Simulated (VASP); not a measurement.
# TiO2 (I4_1/amd) in VASP: a series of runs

Aim: see how the results for TiO2 move with the level of theory and the settings. Levels: PBE, r2SCAN. Tasks: single point.

Everything below comes from runs of VASP 6.6.1. Logs are shortened: lines on timing, memory, paths and dates and some standing lists are left out, and cuts for length are marked.

## Step 1: The cell of the first run

It takes space group I4_1/amd (No. 141, tetragonal). The conventional cell has a = 3.721 Å, b = 3.721 Å, c = 9.504 Å, α = 90.00°, β = 90.00°, γ = 90.00°. Ti (site symmetry -4m2) has 6 O at 1.91 to 1.96 Å within 2.5 Å. Within 2.5 Å of O (site symmetry 2mm) lie 3 Ti at 1.91 to 1.96 Å and 2 O at 2.42 Å.

## Step 2: Single point, PBE (10.97 Å³/atom)

The input, INCAR:

```
SYSTEM = TiO2
PREC = Accurate
ENCUT = 520
EDIFF = 1E-6
ISMEAR = 0
SIGMA = 0.01
LREAL = .FALSE.
LASPH = .TRUE.
NELM = 100
ALGO = Normal
ISIF = 2
LWAVE = .FALSE.
LCHARG = .FALSE.
GGA = PE
NBANDS = 33
```

The input, KPOINTS:

```
Automatic mesh
0
G
  8 8 8
  0 0 0
```

The input, POSCAR:

```
TiO2
1.0
   -1.8605738704      1.8605738704      4.7519590520
    1.8605738704     -1.8605738704      4.7519590520
    1.8605738704      1.8605738704     -4.7519590520
Ti O
2 4
Direct
    0.7500000000      0.2500000000      0.5000000000
    0.0000000000      0.0000000000      0.0000000000
    0.5435651708      0.0435651708      0.5000000000
    0.7935651708      0.7935651708      0.0000000000
    0.2064348292      0.2064348292      0.0000000000
    0.9564348292      0.4564348292      0.5000000000
```

Potentials or basis: VASP PAW PBE potentials, release 64 (Ti_sv, O).

The run is started by

```
$ cat potpaw_PBE.64/Ti_sv/POTCAR potpaw_PBE.64/O/POTCAR > POTCAR
$ mpirun -np 1 vasp_std > vasp.out
```

OUTCAR:

```text
SYSTEM = TiO2
   PREC = Accurate
   ENCUT = 520
   EDIFF = 1E-6
   ISMEAR = 0
   LREAL = .FALSE.
   LASPH = .TRUE.
   NELM = 100
   ISIF = 2
   GGA = PE

 ion  position               nearest neighbor table
   1  0.750  0.250  0.500-   4 1.91   5 1.91   4 1.91   5 1.91   3 1.96   6 1.96
   2  0.000  0.000  0.000-   3 1.91   6 1.91   3 1.91   6 1.91   5 1.96   4 1.96
   3  0.544  0.044  0.500-   2 1.91   2 1.91   1 1.96
   4  0.794  0.794  0.000-   1 1.91   1 1.91   2 1.96
   5  0.206  0.206  0.000-   1 1.91   1 1.91   2 1.96
   6  0.956  0.456  0.500-   2 1.91   2 1.91   1 1.96

  LATTYP: Found a body centered tetragonal cell.
 ALAT       =     3.7211477408
 C/A-ratio  =     2.5540286938

  Lattice vectors:

 A1 = (  -1.8605738704,   1.8605738704,   4.7519590520)
 A2 = (   1.8605738704,  -1.8605738704,   4.7519590520)
 A3 = (   1.8605738704,   1.8605738704,  -4.7519590520)

Analysis of symmetry for initial positions (statically):
=====================================================================
 Subroutine PRICEL returns:
 Original cell was already a primitive cell.

 Routine SETGRP: Setting up the symmetry group for a
 body centered tetragonal supercell.

 Subroutine GETGRP returns: Found 16 space group operations
 (whereof  8 operations were pure point group operations)
 out of a pool of 16 trial point group operations.

The static configuration has the point symmetry D_2d.
 The point group associated with its full space group is D_4h.

Analysis of symmetry for dynamics (positions and initial velocities):
=====================================================================
 Subroutine PRICEL returns:
 Original cell was already a primitive cell.

 Routine SETGRP: Setting up the symmetry group for a
 body centered tetragonal supercell.

 Subroutine GETGRP returns: Found 16 space group operations
 (whereof  8 operations were pure point group operations)
 out of a pool of 16 trial point group operations.

The dynamic configuration has the point symmetry D_2d.
 The point group associated with its full space group is D_4h.

 Subroutine INISYM returns: Found 16 space group operations
 (whereof  8 operations are pure point group operations),
 and found     1 'primitive' translations

----------------------------------------------------------------------------------------

                                     Primitive cell

  volume of cell :      65.8001

  direct lattice vectors                    reciprocal lattice vectors
    -1.860573870  1.860573870  4.751959052     0.000000000  0.268734291  0.105219762
     1.860573870 -1.860573870  4.751959052     0.268734291  0.000000000  0.105219762
     1.860573870  1.860573870 -4.751959052     0.268734291  0.268734291  0.000000000

  length of vectors
     5.431812321  5.431812321  5.431812321     0.288598887  0.288598887  0.380047679

  position of ions in fractional coordinates (direct lattice)
     0.750000000  0.250000000  0.500000000
     0.000000000  0.000000000  0.000000000
     0.543565171  0.043565171  0.500000000
     0.793565171  0.793565171  0.000000000
     0.206434829  0.206434829  0.000000000
     0.956434829  0.456434829  0.500000000

  ion indices of the primitive-cell ions
   primitive index   ion index
                 1           1
                 2           2
                 3           3
                 4           4
                 5           5
                 6           6

----------------------------------------------------------------------------------------

 KPOINTS: Automatic mesh

Automatic generation of k-mesh.
 Grid dimensions read from file:
 generate k-points for:    8    8    8

 Generating k-lattice:

  Cartesian coordinates                     Fractional coordinates (reciprocal lattice)
     0.000000000  0.033591786  0.013152470     0.125000000  0.000000000  0.000000000
     0.033591786  0.000000000  0.013152470     0.000000000  0.125000000  0.000000000
     0.033591786  0.033591786  0.000000000     0.000000000  0.000000000  0.125000000

  Length of vectors
     0.036074861  0.036074861  0.047505960

  Shift w.r.t. Gamma in fractional coordinates (k-lattice)
     0.000000000  0.000000000  0.000000000

 Subroutine IBZKPT returns following result:
 ===========================================

 Found     59 irreducible k-points:

 Following reciprocal coordinates:
            Coordinates               Weight
  0.000000  0.000000  0.000000      1.000000
  0.125000  0.000000  0.000000      8.000000
  0.250000  0.000000  0.000000      8.000000
  0.375000  0.000000  0.000000      8.000000
  0.500000  0.000000  0.000000      4.000000
  0.125000  0.125000  0.000000      8.000000
[... 16 lines left out ...]
  0.250000  0.125000  0.125000     16.000000
  0.375000  0.125000  0.125000      8.000000
 [... further k-points ...]
   k-points           NKPTS =     59   k-points in BZ     NKDIM =     59   number of bands    NBANDS=     33
   number of dos      NEDOS =    301   number of ions     NIONS =      6
   total plane-waves  NPLWV =  64000
   dimension x,y,z NGX =    40 NGY =   40 NGZ =   40
   dimension x,y,z NGXF=    80 NGYF=   80 NGZF=   80
   ions per type =               2   4
   NGX,Y,Z   is equivalent  to a cutoff of  12.24, 12.24, 12.24 a.u.
   NGXF,Y,Z  is equivalent  to a cutoff of  24.48, 24.48, 24.48 a.u.
 SYSTEM =  TiO2
   PREC   = accura    normal or accurate (medium, high low for compatibility)
   ISTART =      0    job   : 0-new  1-cont  2-samecut
   ICHARG =      2    charge: 1-file 2-atom 10-const
   ISPIN  =      1    spin polarized calculation?
   LNONCOLLINEAR =      F non collinear calculations
   LSORBIT =      F    spin-orbit coupling
   LASPH  =      T    aspherical Exc in radial PAW
   ENCUT  =  520.0 eV  38.22 Ry    6.18 a.u.  10.10 10.10 10.10*2*pi/ulx,y,z
   NELM   =    100;   NELMIN=  2; NELMDL= -5     # of ELM steps
   EDIFF  = 0.1E-05   stopping-criterion for ELM
   LREAL  =      F    real-space projection
   EDIFFG = 0.1E-04   stopping-criterion for IOM
   NSW    =      0    number of steps for IOM
   IBRION =     -1    ionic relax: 0-MD 1-quasi-New 2-CG
   NFREE  =      0    steps in history (QN), initial steepest desc. (CG)
   ISIF   =      2    stress and relaxation
   ISYM   =      2    0-nonsym 1-usesym 2-fastsym
   POTIM  = 0.5000    time-step for ionic-motion
   TEBEG  =    0.0;   TEEND  =   0.0 temperature during run
   PSTRESS=    0.0 pullay stress
   NELECT =      48.0000    total number of electrons
   NUPDOWN=      -1.0000    fix difference up-down
   EMIN   =  10.00;   EMAX   =-10.00  energy-range for DOS
   EFERMI =   0.00;   METHOD = LEGACY
   ISMEAR =     0;   SIGMA  =   0.01  broadening in eV -4-tet -1-fermi 0-gaus
   EFERMI_NEDOS =   21; number of points for ismear=-14 and -15
   IALGO  =     38    algorithm
   IMIX   =      4    mixing-type and parameters
     AMIX     =   0.40;   BMIX     =  1.00
     AMIX_MAG =   1.60;   BMIX_MAG =  1.00
  volume/ion in A,a.u.               =      10.97        74.01
  Fermi-wavevector in a.u.,A,eV,Ry     =   1.473714  2.784915 29.549563  2.171832
  Thomas-Fermi vector in A             =   2.588573
   LORBIT       =      0    0 simple, 1 ext, 2 COOP (PROOUT), +10 PAW based schemes
   GGA     = PE    functional components
   LHFCALC =     F    Hartree Fock is set to
   AEXX    =    0.0000 exact exchange contribution
   IVDW    =     0    specifies the selected vdW correction
   LEPSILON=     F    determine dielectric tensor
   LRPA    =     F    only Hartree local field effects (RPA)
 non-spin polarized calculation
 Gauss-broadening in eV      SIGMA  =   0.01
  energy-cutoff  :      520.00
  volume of cell :       65.80
 maximum number of plane-waves:      1798
   NGX = 21   NGY = 21   NGZ = 21

 number of electron      48.0000012 magnetization

 Free energy of the ion-electron system (eV)
  ---------------------------------------------------
  ext. energy  EPLUGINS =         0.00000000
  ---------------------------------------------------
  free energy    TOTEN  =       -53.65958144 eV

  energy without entropy =      -53.65958144  energy(sigma->0) =      -53.65958144

 E-fermi :   3.8008     XC(G=0): -10.9082

 val. band max:        3.6692370128   @ k =  -0.3750   0.3750   0.0000
 cond. band min:       5.9549819525   @ k =   0.0000   0.0000   0.0000
 fundamental gap:      2.2857449396
 Fermi energy:         3.8008460247

 k-point     1 :       0.0000    0.0000    0.0000
  band No.  band energies     occupation
      1     -52.5018      2.00000
      2     -52.4333      2.00000
      3     -29.0254      2.00000
      4     -28.7506      2.00000
      5     -28.7506      2.00000
      6     -28.6726      2.00000
[... 25 lines left out ...]
     32       9.3105      0.00000
     33       9.4348      0.00000

 k-point     2 :       0.1250    0.0000    0.0000
  band No.  band energies     occupation
      1     -52.4994      2.00000
      2     -52.4348      2.00000
      3     -29.0204      2.00000
      4     -28.7740      2.00000
      5     -28.7522      2.00000
      6     -28.6827      2.00000
[... 25 lines left out ...]
     32       9.5689      0.00000
     33       9.8403      0.00000

 k-point     3 :       0.2500    0.0000    0.0000
  band No.  band energies     occupation
      1     -52.4931      2.00000
      2     -52.4390      2.00000
      3     -29.0090      2.00000
      4     -28.8281      2.00000
      5     -28.7556      2.00000
      6     -28.7033      2.00000
[... 25 lines left out ...]
     32       9.9611      0.00000
     33      10.3066      0.00000

 k-point     4 :       0.3750    0.0000    0.0000
  band No.  band energies     occupation
      1     -52.4855      2.00000
      2     -52.4445      2.00000
      3     -28.9978      2.00000
      4     -28.8821      2.00000
      5     -28.7585      2.00000
      6     -28.7162      2.00000
[... 25 lines left out ...]
     32      10.1487      0.00000
     33      10.5145      0.00000

 k-point     5 :       0.5000    0.0000    0.0000
  band No.  band energies     occupation
      1     -52.4817      2.00000
      2     -52.4475      2.00000
      3     -28.9923      2.00000
      4     -28.9061      2.00000
      5     -28.7596      2.00000
      6     -28.7184      2.00000
[... 604 lines left out ...]
 k-point    22 :       0.1250    0.1250    0.1250
  band No.  band energies     occupation
      1     -52.4869      2.00000
      2     -52.4422      2.00000
      3     -29.0079      2.00000
      4     -28.8599      2.00000
      5     -28.7935      2.00000
      6     -28.7348      2.00000
[... 25 lines left out ...]
     32      10.6907      0.00000
     33      11.0797      0.00000

 k-point    23 :       0.2500    0.1250    0.1250
  band No.  band energies     occupation
      1     -52.4793      2.00000
      2     -52.4477      2.00000
      3     -28.9975      2.00000
      4     -28.9048      2.00000
      5     -28.8034      2.00000
      6     -28.7554      2.00000
[... 25 lines left out ...]
     32      10.7221      0.00000
     33      11.2466      0.00000

 k-point    24 :       0.3750    0.1250    0.1250
  band No.  band energies     occupation
      1     -52.4752      2.00000
      2     -52.4510      2.00000
      3     -28.9917      2.00000
      4     -28.9270      2.00000
      5     -28.8055      2.00000
      6     -28.7627      2.00000
[... 25 lines left out ...]
     32      10.6842      0.00000
     33      11.2924      0.00000

 [... further k-points ...]

------------------------ aborting loop because EDIFF is reached ----------------------------------------

  FORCE on cell =-STRESS in cart. coord.  units (eV):
  Direction    XX          YY          ZZ          XY          YZ          ZX
  --------------------------------------------------------------------------------------
  -------------------------------------------------------------------------------------
  Total        6.1877413      6.1877413      6.5020649      0.0000000     -0.0000000      0.0000000
  in kB      150.6663306    150.6663306    158.3198493      0.0000000     -0.0000000      0.0000000
  external PRESSURE =     153.2175035 kB  Pullay stress =       0.0000000 kB

 VOLUME and BASIS-vectors are now :
 -----------------------------------------------------------------------------
  energy-cutoff  :      520.00
  volume of cell :       65.80
      direct lattice vectors                 reciprocal lattice vectors
    -1.860573870  1.860573870  4.751959052     0.000000000  0.268734291  0.105219762
     1.860573870 -1.860573870  4.751959052     0.268734291  0.000000000  0.105219762
     1.860573870  1.860573870 -4.751959052     0.268734291  0.268734291  0.000000000

 POSITION                                       TOTAL-FORCE (eV/Angst)
 -----------------------------------------------------------------------------------
     -0.00000      1.86057      2.37598        -0.000000     -0.000000      0.000000
      0.00000      0.00000      0.00000        -0.000000     -0.000000      0.000000
      0.00000      1.86057      0.41404         0.000000      0.000000     -0.375994
      0.00000      0.00000      7.54198        -0.000000     -0.000000     -0.375994
      0.00000      0.00000      1.96194        -0.000000     -0.000000      0.375994
      0.00000      1.86057      4.33792         0.000000      0.000000      0.375994
 -----------------------------------------------------------------------------------
    total drift:                               -0.000000      0.000000     -0.000000

  FREE ENERGIE OF THE ION-ELECTRON SYSTEM (eV)
  ---------------------------------------------------
  free  energy   TOTEN  =       -53.6595814408 eV

  energy  without entropy=      -53.6595814408  energy(sigma->0) =      -53.65958144
```

Wall time 90 s (1 thread of Intel Xeon 6975P-C (Granite Rapids), shared host); peak memory 0.29 GiB.

What came out:

- Free energy: -53.6596 eV
- Pressure: 15.3 GPa
- Largest force: 0.376 eV/Å
- Band gap on the k mesh: 2.29 eV (least direct gap 2.56 eV)

Forces on the atoms (eV/Å):
```
Ti   0.000  0.000  0.000
Ti   0.000  0.000  0.000
O    0.000  0.000 -0.376
O    0.000  0.000 -0.376
O    0.000  0.000  0.376
O    0.000  0.000  0.376
```

Stress tensor (GPa, compression positive):
```
15.07  0.00  0.00
 0.00 15.07  0.00
 0.00  0.00 15.83
```

Levels at points of the mesh, in eV from the valence-band top:
```tsv
k point	band 21	band 22	band 23	band 24	band 25	band 26	band 27	band 28
(0.00, 0.00, 0.00)	-0.70	-0.70	-0.43	-0.43	2.29	3.04	4.35	4.35
(0.50, 0.00, 0.00)	-1.97	-0.94	-0.72	-0.61	3.48	3.80	3.86	3.88
(0.50, 0.50, 0.00)	-2.05	-2.05	-0.02	-0.02	3.53	3.53	4.05	4.05
(0.50, 0.50, 0.50)	-1.20	-1.20	-0.04	-0.04	2.65	2.65	4.07	4.07
```

Caveat: the cell stands under pressure. A k mesh can miss the band edges.

[end of part 1 of 3]
